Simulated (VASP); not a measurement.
Here is a VASP 6.6.1 calculation.

INCAR

```
SYSTEM = Sn
ALGO = Normal
EDIFF = 1E-7
ENCUT = 520
ISIF = 2
ISMEAR = 1
LASPH = .True.
LCHARG = .False.
LREAL = .False.
LWAVE = .False.
NBANDS = 21
NELM = 100
PREC = Accurate
SIGMA = 0.05
```

Contents of KPOINTS:

```
k-points
0
Gamma
  6 6 6
  0 0 0
```

Contents of POSCAR:

```
Sn
1.0
    0.0000000000      3.2381066421      3.2381066421
    3.2381066421      0.0000000000      3.2381066421
    3.2381066421      3.2381066421      0.0000000000
Sn
2
Direct
    0.0000000000      0.0000000000      0.0000000000
    0.2500000000      0.2500000000      0.2500000000
```

Potentials or basis: VASP PAW LDA potentials, release 64 (Sn_d).

Run with:

```bash
$ cat potpaw_LDA.64/Sn_d/POTCAR > POTCAR
$ mpirun -np 1 vasp_std > vasp.out
```

**Question.** Predict the band gap on the k mesh.

**Answer.** Zero (band 14 reaches 5.53 eV, above the bottom of band 15 at 5.35 eV).

**Question.** Predict the pressure.

**Answer.** 0.0 GPa.

Caveat: spin-orbit coupling is left out, which moves the levels of the heavy elements.
